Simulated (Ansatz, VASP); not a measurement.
**WBr4F2: VASP beside Ansatz**

The input INCAR:

```
SYSTEM = WBr4F2
PREC = Accurate ; ENCUT = 520
EDIFF = 1E-6 ; ISMEAR = 0
SIGMA = 0.1 ; LREAL = .FALSE.
LASPH = .TRUE. ; NELM = 80
ALGO = Normal ; ISIF = 2
LWAVE = .FALSE. ; LCHARG = .TRUE.
GGA = PE ; LELF = .TRUE.
LVHAR = .TRUE. ; NBANDS = 37
```

Contents of KPOINTS:

```
regular mesh
0
G
  4 2 2
  0 0 0
```

The input POSCAR:

```
WBr4F2
1.0
   -6.7530687361     -0.2547856412      0.2643557310
    3.1634067072     -6.0702166016     -0.2754690945
    3.0896234246      2.3471411799      5.6821366899
W Br F
1 4 2
Direct
    0.0000000000      0.0000000000      1.0000000000
    0.1212347683      0.8270849503      0.2896027419
    0.5361434135      0.7025749792      0.8244655398
    0.8787652317      0.1729150497      0.7103972581
    0.4638565865      0.2974250208      0.1755344602
    0.0146845468      0.8026178243      0.7996926183
    0.9853154532      0.1973821757      0.2003073817
```

Input for Ansatz:

```yaml
crystal:
  lattice:
    - [-6.7530687361, -0.2547856412, 0.264355731]
    - [3.1634067072, -6.0702166016, -0.2754690945]
    - [3.0896234246, 2.3471411799, 5.6821366899]
  atoms:
    - { symbol: W, position: [0.0, 0.0, 1.0] }
    - { symbol: Br, position: [0.1212347683, 0.8270849503, 0.2896027419] }
    - { symbol: Br, position: [0.5361434135, 0.7025749792, 0.8244655398] }
    - { symbol: Br, position: [0.8787652317, 0.1729150497, 0.7103972581] }
    - { symbol: Br, position: [0.4638565865, 0.2974250208, 0.1755344602] }
    - { symbol: F, position: [0.0146845468, 0.8026178243, 0.7996926183] }
    - { symbol: F, position: [0.9853154532, 0.1973821757, 0.2003073817] }
basis:
  ecutwfc: 420
kpoints:
  mp_grid: { grid: [4, 2, 2] }
hamiltonian:
  xc: pbe
scf:
  occupations: { method: gaussian, width: 0.1 }
  lower_state_search: "off"
output:
  forces: true
  stress: true
  eigenvalues: true
```

Alike in both runs: task single point; functional PBE; k mesh 4 × 2 × 2; occupations gaussian, width 0.1 eV; no spin polarisation.

|  | VASP | Ansatz |
| --- | --- | --- |
| version | VASP 6.6.1 | Ansatz 0.2.0 |
| potentials or method | VASP PAW PBE potentials, release 64 (W_sv, Br, F), cutoff 520 eV | scalar-relativistic, plane waves, PAW |
| valence electrons in the cell | 56 | 56 |

Ansatz gave:

* gap on the k mesh at the Fermi level (eV): 1.00
* least direct gap on the mesh (eV): 1.21
* pressure (GPa): 0.0
* traceless stress, the component that is largest in VASP (GPa): -0.01
* rms of the force components (eV/Å): 0.002

Problem. Estimate VASP's values.

Solution. gap on the k mesh at the Fermi level (eV): 1.00; least direct gap on the mesh (eV): 1.21; pressure (GPa): 0.3; traceless stress, the component that is largest in VASP (GPa): 0.35; rms of the force components (eV/Å): 0.113.

Atom by atom the forces differ by 0.114 eV/Å (rms over components). The functional is the same, so the differences come from potentials, cutoffs and numerics.

The k mesh is coarse, so the values compare programs but aren't converged. Neither program's run includes spin-orbit coupling.
